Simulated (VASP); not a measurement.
# WSe2 in VASP: single point with PBEsol

Aim: the single point of WSe2 with PBEsol.

Program: VASP 6.6.1. These are calculated values, not measurements. Logs are shortened: lines on timing, memory, paths and dates and some standing lists are left out, and cuts for length are marked.

### Step 1. The cell of the first run

The cell holds a slab with vacuum, 3 atoms: a = 3.434 Å, b = 3.312 Å, c = 16.661 Å, α = 90.00°, β = 90.00°, γ = 121.22°.

### Step 2. Single point, PBEsol (strain +0.0500 x Voigt [1, 0, 0, 0, 0, 0])

File INCAR:

```
SYSTEM = WSe2
PREC = Accurate
ENCUT = 520
EDIFF = 1E-7
ISMEAR = 0
SIGMA = 0.05
LREAL = .FALSE.
LASPH = .TRUE.
NELM = 80
ALGO = Normal
ISIF = 2
LWAVE = .FALSE.
LCHARG = .TRUE.
GGA = PS
LELF = .TRUE.
LVHAR = .TRUE.
NBANDS = 20
```

File KPOINTS:

```
Automatic mesh
0
G
  12 12 2
  0 0 0
```

File POSCAR:

```
WSe2
1.0
    3.4337653123      0.0000000000      0.0000000000
   -1.7168826562      2.8321218963      0.0000000000
    0.0000000000      0.0000000000     16.6612169706
W Se
1 2
Direct
    0.0000000000      0.0000000000      0.0000000000
    0.3333333333      0.6666666667      0.1003992721
    0.3333333333      0.6666666667      0.8996007279
```

Potentials or basis: VASP PAW PBE potentials, release 64 (W_sv, Se).

On the command line:

```console
cat potpaw_PBE.64/W_sv/POTCAR potpaw_PBE.64/Se/POTCAR > POTCAR
mpirun -np 1 vasp_std > vasp.out
```

OUTCAR:

```text
SYSTEM = WSe2
   PREC = Accurate
   ENCUT = 520
   EDIFF = 1E-7
   ISMEAR = 0
   LREAL = .FALSE.
   LASPH = .TRUE.
   NELM = 80
   ISIF = 2
   GGA = PS

 ion  position               nearest neighbor table
   1  0.000  0.000  0.000-   2 2.52   3 2.52   2 2.58   3 2.58   2 2.58   3 2.58
   2  0.333  0.667  0.100-   1 2.52   1 2.58   1 2.58
   3  0.333  0.667  0.900-   1 2.52   1 2.58   1 2.58

  Warning from LATTYP: Monoclinic adjustment (A1->A3, A2->A1, A3->A2)!
  LATTYP: Found a base centered orthorhombic cell.
 ALAT       =     3.4337653123
 B/A-ratio  =     1.6495721977
 C/A-ratio  =     4.8521711460

  Lattice vectors:

 A1 = (   1.7168826562,  -2.8321218963,   0.0000000000)
 A2 = (   1.7168826561,   2.8321218963,   0.0000000000)
 A3 = (   0.0000000000,   0.0000000000,  16.6612169706)

Analysis of symmetry for initial positions (statically):
=====================================================================
 Subroutine PRICEL returns:
 Original cell was already a primitive cell.

 Routine SETGRP: Setting up the symmetry group for a
 base centered orthorhombic supercell.

 Subroutine GETGRP returns: Found  4 space group operations
 (whereof  4 operations were pure point group operations)
 out of a pool of  8 trial point group operations.

The static configuration has the point symmetry C_2v.

Analysis of symmetry for dynamics (positions and initial velocities):
=====================================================================
 Subroutine PRICEL returns:
 Original cell was already a primitive cell.

 Routine SETGRP: Setting up the symmetry group for a
 base centered orthorhombic supercell.

 Subroutine GETGRP returns: Found  4 space group operations
 (whereof  4 operations were pure point group operations)
 out of a pool of  8 trial point group operations.

The dynamic configuration has the point symmetry C_2v.

 Subroutine INISYM returns: Found  4 space group operations
 (whereof  4 operations are pure point group operations),
 and found     1 'primitive' translations

----------------------------------------------------------------------------------------

                                     Primitive cell

  volume of cell :     162.0277

  direct lattice vectors                    reciprocal lattice vectors
     3.433765312  0.000000000  0.000000000     0.291225494  0.176546073  0.000000000
    -1.716882656  2.832121896  0.000000000     0.000000000  0.353092147  0.000000000
     0.000000000  0.000000000 16.661216971     0.000000000  0.000000000  0.060019625

  length of vectors
     3.433765312  3.311887753 16.661216971     0.340559546  0.353092147  0.060019625

  position of ions in fractional coordinates (direct lattice)
     0.000000000  0.000000000  0.000000000
     0.333333333  0.666666667  0.100399272
     0.333333333  0.666666667  0.899600728

  ion indices of the primitive-cell ions
   primitive index   ion index
                 1           1
                 2           2
                 3           3

----------------------------------------------------------------------------------------

 KPOINTS: Automatic mesh

Automatic generation of k-mesh.
 Grid dimensions read from file:
 generate k-points for:   12   12    2

 Generating k-lattice:

  Cartesian coordinates                     Fractional coordinates (reciprocal lattice)
     0.024268791  0.014712173  0.000000000     0.083333333 -0.000000000  0.000000000
     0.000000000  0.029424346  0.000000000     0.000000000  0.083333333  0.000000000
     0.000000000  0.000000000  0.030009813     0.000000000  0.000000000  0.500000000

  Length of vectors
     0.028379962  0.029424346  0.030009813

  Shift w.r.t. Gamma in fractional coordinates (k-lattice)
     0.000000000  0.000000000  0.000000000

 Subroutine IBZKPT returns following result:
 ===========================================

 Found     86 irreducible k-points:

 Following reciprocal coordinates:
            Coordinates               Weight
  0.000000  0.000000  0.000000      1.000000
  0.083333  0.000000  0.000000      4.000000
  0.166667 -0.000000  0.000000      4.000000
  0.250000 -0.000000  0.000000      4.000000
  0.333333  0.000000  0.000000      4.000000
  0.416667  0.000000  0.000000      4.000000
[... 16 lines left out ...]
  0.333333  0.166667  0.000000      4.000000
  0.416667  0.166667  0.000000      4.000000
 [... further k-points ...]
   k-points           NKPTS =     86   k-points in BZ     NKDIM =     86   number of bands    NBANDS=     20
   number of dos      NEDOS =    301   number of ions     NIONS =      3
   total plane-waves  NPLWV =  98784
   dimension x,y,z NGX =    28 NGY =   28 NGZ =  126
   dimension x,y,z NGXF=    56 NGYF=   56 NGZF=  252
   ions per type =               1   2
   NGX,Y,Z   is equivalent  to a cutoff of  13.56, 14.06, 12.57 a.u.
   NGXF,Y,Z  is equivalent  to a cutoff of  27.11, 28.11, 25.14 a.u.
 SYSTEM =  WSe2
   PREC   = accura    normal or accurate (medium, high low for compatibility)
   ISTART =      0    job   : 0-new  1-cont  2-samecut
   ICHARG =      2    charge: 1-file 2-atom 10-const
   ISPIN  =      1    spin polarized calculation?
   LNONCOLLINEAR =      F non collinear calculations
   LSORBIT =      F    spin-orbit coupling
   LASPH  =      T    aspherical Exc in radial PAW
   ENCUT  =  520.0 eV  38.22 Ry    6.18 a.u.   6.38  6.16 30.98*2*pi/ulx,y,z
   NELM   =     80;   NELMIN=  2; NELMDL= -5     # of ELM steps
   EDIFF  = 0.1E-06   stopping-criterion for ELM
   LREAL  =      F    real-space projection
   EDIFFG = 0.1E-05   stopping-criterion for IOM
   NSW    =      0    number of steps for IOM
   IBRION =     -1    ionic relax: 0-MD 1-quasi-New 2-CG
   NFREE  =      0    steps in history (QN), initial steepest desc. (CG)
   ISIF   =      2    stress and relaxation
   ISYM   =      2    0-nonsym 1-usesym 2-fastsym
   POTIM  = 0.5000    time-step for ionic-motion
   TEBEG  =    0.0;   TEEND  =   0.0 temperature during run
   PSTRESS=    0.0 pullay stress
   NELECT =      26.0000    total number of electrons
   NUPDOWN=      -1.0000    fix difference up-down
   EMIN   =  10.00;   EMAX   =-10.00  energy-range for DOS
   EFERMI =   0.00;   METHOD = LEGACY
   ISMEAR =     0;   SIGMA  =   0.05  broadening in eV -4-tet -1-fermi 0-gaus
   EFERMI_NEDOS =   21; number of points for ismear=-14 and -15
   IALGO  =     38    algorithm
   IMIX   =      4    mixing-type and parameters
     AMIX     =   0.40;   BMIX     =  1.00
     AMIX_MAG =   1.60;   BMIX_MAG =  1.00
  volume/ion in A,a.u.               =      54.01       364.47
  Fermi-wavevector in a.u.,A,eV,Ry     =   0.889617  1.681132 10.767890  0.791418
  Thomas-Fermi vector in A             =   2.011200
   LORBIT       =      0    0 simple, 1 ext, 2 COOP (PROOUT), +10 PAW based schemes
   GGA     = PS    functional components
   LHFCALC =     F    Hartree Fock is set to
   AEXX    =    0.0000 exact exchange contribution
   IVDW    =     0    specifies the selected vdW correction
   LEPSILON=     F    determine dielectric tensor
   LRPA    =     F    only Hartree local field effects (RPA)
 non-spin polarized calculation
 Gauss-broadening in eV      SIGMA  =   0.05
  energy-cutoff  :      520.00
  volume of cell :      162.03
 maximum number of plane-waves:      4416
 NGX is ok and might be reduce to    28
   NGX = 13   NGY = 13   NGZ = 61

 number of electron      25.9999998 magnetization

 Free energy of the ion-electron system (eV)
  ---------------------------------------------------
  ext. energy  EPLUGINS =         0.00000000
  ---------------------------------------------------
  free energy    TOTEN  =       -23.14112155 eV

  energy without entropy =      -23.14112155  energy(sigma->0) =      -23.14112155

 E-fermi :  -0.6711     XC(G=0):  -4.7447

 val. band max:       -1.0464049093   @ k =   0.3333   0.3333   0.5000
 cond. band min:       0.3868993614   @ k =   0.3333   0.3333   0.5000
 fundamental gap:      1.4333042706
 Fermi energy:        -0.6710764732

 k-point     1 :       0.0000    0.0000    0.0000
  band No.  band energies     occupation
      1     -75.1106      2.00000
      2     -39.3143      2.00000
      3     -39.2596      2.00000
      4     -39.1931      2.00000
      5     -15.6384      2.00000
      6     -14.4078      2.00000
[... 12 lines left out ...]
     19       4.0298      0.00000
     20       4.0891      0.00000

 k-point     2 :       0.0833    0.0000    0.0000
  band No.  band energies     occupation
      1     -75.1101      2.00000
      2     -39.3120      2.00000
      3     -39.2688      2.00000
      4     -39.1991      2.00000
      5     -15.5442      2.00000
      6     -14.3618      2.00000
[... 12 lines left out ...]
     19       4.1631      0.00000
     20       4.3772      0.00000

 k-point     3 :       0.1667   -0.0000    0.0000
  band No.  band energies     occupation
      1     -75.1087      2.00000
      2     -39.3057      2.00000
      3     -39.2964      2.00000
      4     -39.2126      2.00000
      5     -15.2744      2.00000
      6     -14.2309      2.00000
[... 12 lines left out ...]
     19       4.5296      0.00000
     20       5.0817      0.00000

 k-point     4 :       0.2500   -0.0000    0.0000
  band No.  band energies     occupation
      1     -75.1069      2.00000
      2     -39.3381      2.00000
      3     -39.2971      2.00000
      4     -39.2267      2.00000
      5     -14.8705      2.00000
      6     -14.0378      2.00000
[... 12 lines left out ...]
     19       5.0818      0.00000
     20       5.5692      0.00000

 k-point     5 :       0.3333    0.0000    0.0000
  band No.  band energies     occupation
      1     -75.1051      2.00000
      2     -39.3816      2.00000
      3     -39.2885      2.00000
      4     -39.2387      2.00000
      5     -14.4106      2.00000
      6     -13.8243      2.00000
[... 12 lines left out ...]
     19       5.3462      0.00000
     20       5.6926      0.00000
[... 353 lines left out ...]
      6     -13.8838      2.00000
[... 12 lines left out ...]
     19       5.4753      0.00000
     20       6.0277      0.00000

 k-point    22 :       0.2500    0.1667    0.0000
  band No.  band energies     occupation
      1     -75.1038      2.00000
      2     -39.3794      2.00000
      3     -39.2833      2.00000
      4     -39.2754      2.00000
      5     -14.1725      2.00000
      6     -13.6885      2.00000
[... 12 lines left out ...]
     19       5.7374      0.00000
     20       6.1241      0.00000

 k-point    23 :       0.3333    0.1667    0.0000
  band No.  band energies     occupation
      1     -75.1028      2.00000
      2     -39.4038      2.00000
      3     -39.2822      2.00000
      4     -39.2784      2.00000
      5     -13.8401      2.00000
      6     -13.5413      2.00000
[... 12 lines left out ...]
     19       6.4693      0.00000
     20       6.7492      0.00000

 k-point    24 :       0.4167    0.1667    0.0000
  band No.  band energies     occupation
      1     -75.1026      2.00000
      2     -39.4107      2.00000
      3     -39.2830      2.00000
      4     -39.2772      2.00000
      5     -13.7305      2.00000
      6     -13.4988      2.00000
[... 12 lines left out ...]
     19       6.8295      0.00000
     20       7.1263      0.00000

 [... further k-points ...]
[... 5 lines left out ...]
  --------------------------------------------------------------------------------------
  -------------------------------------------------------------------------------------
  Total       -3.8349106     -1.0649969     -1.5331869      0.0000000      0.0000000      0.0000000
  in kB      -37.9207186    -10.5310009    -15.1606003      0.0000000      0.0000000      0.0000000
  external PRESSURE =     -21.2041066 kB  Pullay stress =       0.0000000 kB

 VOLUME and BASIS-vectors are now :
 -----------------------------------------------------------------------------
  energy-cutoff  :      520.00
  volume of cell :      162.03
      direct lattice vectors                 reciprocal lattice vectors
     3.433765312  0.000000000  0.000000000     0.291225494  0.176546073  0.000000000
    -1.716882656  2.832121896  0.000000000     0.000000000  0.353092147  0.000000000
     0.000000000  0.000000000 16.661216971     0.000000000  0.000000000  0.060019625

 POSITION                                       TOTAL-FORCE (eV/Angst)
 -----------------------------------------------------------------------------------
      0.00000      0.00000      0.00000         0.000000     -0.320600      0.000000
     -0.00000      1.88808      1.67277        -0.000000      0.160300     -0.454902
     -0.00000      1.88808     14.98844        -0.000000      0.160300      0.454902
 -----------------------------------------------------------------------------------
    total drift:                                0.000000      0.000164     -0.000000

  FREE ENERGIE OF THE ION-ELECTRON SYSTEM (eV)
  ---------------------------------------------------
  free  energy   TOTEN  =       -23.1411215512 eV

  energy  without entropy=      -23.1411215512  energy(sigma->0) =      -23.14112155
```

Wall time 4.4 min (1 thread of Intel Xeon 6975P-C (Granite Rapids), shared host); peak memory 0.48 GiB.

What came out:

| Property | Result |
| --- | --- |
| Free energy | -23.1411 eV |
| Largest force | 0.482 eV/Å |
| Band gap on the k mesh | 1.43 eV |

Forces on the atoms (eV/Å):
```
W    0.000 -0.321  0.000
Se   0.000  0.160 -0.455
Se   0.000  0.160  0.455
```

Levels at points of the mesh, in eV from the valence-band top:
| k point | band 9 | band 10 | band 11 | band 12 | band 13 | band 14 | band 15 | band 16 | band 17 | band 18 |
| --- | --- | --- | --- | --- | --- | --- | --- | --- | --- | --- |
| (0.00, 0.00, 0.00) | -2.10 | -2.06 | -1.36 | -1.18 | -0.24 | 2.62 | 2.83 | 3.03 | 3.19 | 4.17 |
| (0.50, 0.00, 0.00) | -4.11 | -2.82 | -2.05 | -1.01 | -0.82 | 2.12 | 2.68 | 3.61 | 4.22 | 4.38 |
| (0.00, 0.50, 0.00) | -4.03 | -3.27 | -1.95 | -1.33 | -0.84 | 2.29 | 2.68 | 3.56 | 4.14 | 4.36 |
| (0.00, 0.00, 0.50) | -2.10 | -2.06 | -1.36 | -1.18 | -0.24 | 2.62 | 2.83 | 3.03 | 3.19 | 4.21 |
| (0.50, 0.00, 0.50) | -4.11 | -2.82 | -2.05 | -1.01 | -0.82 | 2.12 | 2.68 | 3.61 | 4.22 | 4.38 |
| (0.00, 0.50, 0.50) | -4.03 | -3.27 | -1.95 | -1.33 | -0.84 | 2.29 | 2.68 | 3.56 | 4.14 | 4.36 |

Caveat: the cell differs from its parent crystal (strain +0.0500 x Voigt [1, 0, 0, 0, 0, 0]); the PAW data sets were made with another functional, which shifts forces and pressure a little; spin-orbit coupling is left out, which moves the levels of the heavy elements.
